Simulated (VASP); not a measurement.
Set up this calculation in VASP 6.6.1, as the native input.

| Property | Result |
| --- | --- |
| Task | single point |
| Functional | PBE |
| Potentials or basis | VASP PAW PBE potentials, release 64 (Hf_pv, Ti_sv, N) |
| Cutoff | 520 eV |
| k mesh | 12 × 12 × 4 |
| Occupations | gaussian, width 0.1 eV |
| Spin | no spin polarisation |
| Dipole correction | no |
| Further INCAR settings | ALGO = Normal; EDIFF = 1e-07; NBANDS = 62 |

The structure of HfTi5N6 lies in POSCAR:

```
HfTi5N6
1.0
    3.0520619000      0.0000000000      0.0000000000
    0.0000000000      3.0520619000      0.0000000000
    0.0000000000      0.0000000000     12.9244067000
Hf Ti N
1 5 6
Direct
    0.0000000000      0.0000000000      0.0000000000
    0.5000000000      0.5000000000      0.1787340000
    0.0000000000      0.0000000000      0.3355770000
    0.5000000000      0.5000000000      0.5000000000
    0.0000000000      0.0000000000      0.6644230000
    0.5000000000      0.5000000000      0.8212660000
    0.0000000000      0.0000000000      0.1718410000
    0.5000000000      0.5000000000      0.3380670000
    0.0000000000      0.0000000000      0.5000000000
    0.5000000000      0.5000000000      0.6619330000
    0.0000000000      0.0000000000      0.8281590000
    0.5000000000      0.5000000000      0.0000000000
```

These files were run (other wordings do the same):

INCAR

```
SYSTEM = HfTi5N6
  ALGO = Normal
  EDIFF = 1E-7
  ENCUT = 520
  GGA = PE
  ISIF = 2
  ISMEAR = 0
  LASPH = .True.
  LCHARG = .False.
  LREAL = .False.
  LWAVE = .False.
  NBANDS = 62
  NELM = 80
  PREC = Accurate
  SIGMA = 0.1
```

KPOINTS

```
k-points
0
Gamma
  12 12 4
  0 0 0
```

Potentials or basis: VASP PAW PBE potentials, release 64 (Hf_pv, Ti_sv, N).

Run with:

```console
$ cat potpaw_PBE.64/Hf_pv/POTCAR potpaw_PBE.64/Ti_sv/POTCAR potpaw_PBE.64/N/POTCAR > POTCAR
$ mpirun -np 1 vasp_std > vasp.out
```

It gave:

```
Pressure               : -0.1 GPa
Largest force          : 0.086 eV/Å
Band gap on the k mesh : zero (band 50 reaches 11.92 eV, above the bottom of band 51 at 8.71 eV)
```

Caveat: spin-orbit coupling is left out, which moves the levels of the heavy elements.

Run time: 12 min on 1 thread of Intel(R) Xeon(R) Platinum 8375C CPU @ 2.90GHz (Ice Lake), on a shared host, peak memory 0.57 GiB.
